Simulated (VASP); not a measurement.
Write the native input for VASP 6.6.1 that does the following.

```yaml
Task: single point
Functional: PBE
Potentials_or_basis: VASP PAW PBE potentials, release 64 (Cu)
Cutoff: 520 eV
k_mesh: 26 × 26 × 26
Occupations: fermi-dirac, width 0.0612256 eV
Spin: no spin polarisation
Dipole_correction: no
Further_INCAR_settings: ALGO = Normal; EDIFF = 1e-06; NBANDS = 12
```

The structure of Cu lies in POSCAR:

```
Cu
1.0
    0.0000000000      1.8151328778      1.8151328778
    1.8151328778      0.0000000000      1.8151328778
    1.8151328778      1.8151328778      0.0000000000
Cu
1
Direct
    0.0000000000      0.0000000000      0.0000000000
```

One way to write it, as run:

INCAR

```
ALGO = Normal ; EDIFF = 1E-6
ENCUT = 520 ; GGA = PE
ISIF = 2 ; ISMEAR = -1
LASPH = True ; LCHARG = False
LREAL = False ; LWAVE = False
NBANDS = 12 ; NELM = 60
PREC = Accurate ; SIGMA = 0.06122561905347299
```

KPOINTS

```
k-points
0
Gamma
  26 26 26
```

Potentials or basis: VASP PAW PBE potentials, release 64 (Cu).

Run with:

```console
$ cat potpaw_PBE.64/Cu/POTCAR > POTCAR
$ mpirun -np 1 vasp_std > vasp.out
```

It gave:

```yaml
Pressure: 0.5 GPa
```

Run time: 35 s on 1 thread of Intel(R) Xeon(R) Platinum 8488C (Sapphire Rapids) (shared host), peak memory 0.18 GiB.
